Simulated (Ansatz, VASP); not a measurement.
**One calculation of CdF2, two programs**

INCAR

```
SYSTEM = CdF2
  PREC = Accurate
  ENCUT = 520
  EDIFF = 1E-6
  ISMEAR = -1
  SIGMA = 0.05
  LREAL = .False.
  LASPH = .True.
  NELM = 80
  ALGO = Normal
  ISIF = 2
  LWAVE = .False.
  LCHARG = .False.
  GGA = PS
  NBANDS = 20
```

The input KPOINTS:

```
Automatic mesh
0
Gamma
  9 9 9
  0 0 0
```

The input POSCAR:

```
CdF2
1.0
    0.0000000000      2.6940000000      2.6940000000
    2.6940000000      0.0000000000      2.6940000000
    2.6940000000      2.6940000000      0.0000000000
Cd F
1 2
Direct
    0.0015780000     -0.0004940000      0.0101050000
    0.7652150000      0.7526630000      0.7491490000
    0.2746410000      0.2377590000      0.2370220000
```

Contents of input.yaml:

```yaml
crystal:
  lattice:
    - [0.0, 2.694, 2.694]
    - [2.694, 0.0, 2.694]
    - [2.694, 2.694, 0.0]
  atoms:
    - { symbol: Cd, position: [0.001578, -0.000494, 0.010105] }
    - { symbol: F, position: [0.765215, 0.752663, 0.749149] }
    - { symbol: F, position: [0.274641, 0.237759, 0.237022] }
kpoints:
  mp_grid: { grid: [9, 9, 9] }
scf:
  occupations: { method: fermi_dirac, width: 0.05 }
hamiltonian:
  xc: pbesol
  pseudopotentials: { kind: all_electron, lapw: { basis_error: 0.001 } }
output:
  forces: true
  stress: true
  eigenvalues: true
  populations: true
```

Change from the starting cell: atoms moved at random, drawn with an rms of 0.05 Å.

Alike in both runs: task single point; functional PBEsol; k mesh 9 × 9 × 9; occupations fermi-dirac, width 0.05 eV; no spin polarisation.

|  | VASP | Ansatz |
| --- | --- | --- |
| version | VASP 6.6.1 | Ansatz 0.2.0 |
| potentials or method | VASP PAW PBE potentials, release 64 (Cd, F), cutoff 520 eV | all-electron LAPW, scalar-relativistic |

```csv
,VASP,Ansatz,Ansatz less VASP
gap on the k mesh at the Fermi level (eV),2.92,2.94,+0.026
least direct gap on the mesh (eV),3.34,3.37,+0.027
pressure (GPa),0.9,0.1,-0.80
"traceless stress, the component that is largest in VASP (GPa)",0.67,0.55,-0.125
rms of the force components (eV/Å),0.191,0.176,-0.0145
```

VASP's potentials were made for PBE, not for PBEsol. Atom by atom the forces differ by 0.016 eV/Å (rms over components). Ansatz ran all-electron here, and VASP with PAW potentials.
